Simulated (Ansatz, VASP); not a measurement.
# HfC5 in VASP and in Ansatz

```
Hf C
1.0
     0.00000    2.99655    2.99655
     2.99655    0.00000    2.99655
     2.99655    2.99655    0.00000
Hf C
1 5
Direct
  0.00000 0.00000 0.00000
  0.75000 0.75000 0.75000
  0.40838 0.77486 0.40838
  0.40838 0.40838 0.77486
  0.40838 0.40838 0.40838
  0.77486 0.40838 0.40838
```

Change from the starting cell: species swapped into the CaAu5 type (F-43m, No. 216).

Alike in both runs: functional PBE; k mesh 12 × 12 × 12; occupations gaussian, width 0.1 eV; no spin polarisation.

Ansatz relaxed the structure, and its values are those at the end. VASP's run is a single point on that final structure, the one shown.

|  | VASP | Ansatz |
| --- | --- | --- |
| version | VASP 6.6.1 | Ansatz 0.2.0 |
| potentials or method | VASP PAW PBE potentials, release 64 (Hf_pv, C), cutoff 520 eV | scalar-relativistic, plane waves, PAW |
| valence electrons in the cell | 30 | 46 |

VASP gave:

| Quantity | Value |
| --- | --- |
| gap on the k mesh at the Fermi level (eV) | none |
| pressure (GPa) | -0.6 |
| rms of the force components (eV/Å) | 0.073 |

**Question.** Estimate Ansatz's values.

**Answer.** gap on the k mesh at the Fermi level (eV): none; pressure (GPa): 0.0; rms of the force components (eV/Å): 0.000.

A gap of «none» marks a metal or a gap that the smearing closes. The functional is the same, so the differences come from potentials, cutoffs and numerics. VASP's potentials hold 30 valence electrons a cell and Ansatz's 46, so a difference there can come from the potentials and not from the codes.

Spin-orbit coupling is off throughout.
